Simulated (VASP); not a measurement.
Ta2N: single point with PBE

Crystal: Ta2N.

```
Ta N
1.0
     5.17941    0.00000    0.00000
    -2.58970    4.48550    0.00000
     0.00000    0.00000    5.21670
Ta N
6 3
Direct
  0.66707 0.66707 0.75285
  0.00000 0.33293 0.75285
  0.33293 0.00000 0.75285
  0.33293 0.33293 0.24715
  0.00000 0.66707 0.24715
  0.66707 0.00000 0.24715
  0.66667 0.33333 0.50000
  0.33333 0.66667 0.50000
  0.00000 0.00000 0.00000
```

This cell differs from its parent crystal: atoms shifted along a free coordinate, c/a of the conventional cell at fixed volume 1.0072.

- Program: VASP 6.6.1
- Task: single point
- Functional: PBE
- Potentials or basis: VASP PAW PBE potentials, release 64 (Ta_pv, N)
- Cutoff: 520 eV
- k mesh: 9 × 9 × 8
- Occupations: gaussian, width 0.15 eV
- Spin: no spin polarisation
- Dipole correction: no
- Further INCAR settings: ALGO = Normal; EDIFF = 1e-06; NBANDS = 50

| Property | Result |
| --- | --- |
| Pressure | 0.8 GPa |
| Largest force | 0.143 eV/Å |
| Band gap on the k mesh | zero (an odd number of electrons rules out a gap without spin polarisation) |

Forces in eV/Å, atoms in the order of the input:
```
Ta  -0.069 -0.120  0.034
Ta  -0.069  0.120  0.034
Ta   0.138  0.000  0.034
Ta   0.069  0.120 -0.034
Ta   0.069 -0.120 -0.034
Ta  -0.138  0.000 -0.034
N    0.000  0.000  0.000
N    0.000  0.000  0.000
N    0.000  0.000  0.000
```

Stress tensor (GPa, compression positive):
```
  7.07   0.00   0.00
  0.00   7.07   0.00
  0.00   0.00 -11.61
```

Levels at points of the mesh, in eV from the Fermi level:
```csv
k point,band 39,band 40,band 41,band 42,band 43,band 44
"(0.00, 0.00, 0.00)",-0.83,-0.34,-0.34,-0.05,-0.05,1.33
"(0.00, 0.00, 0.50)",-1.31,-1.11,-1.11,0.64,0.71,0.71
```

Wall time 4 min on 1 thread of Intel(R) Xeon(R) 6975P-C (Granite Rapids) (shared host), peak memory 0.48 GiB.

Caveat: spin-orbit coupling is left out, which moves the levels of the heavy elements.
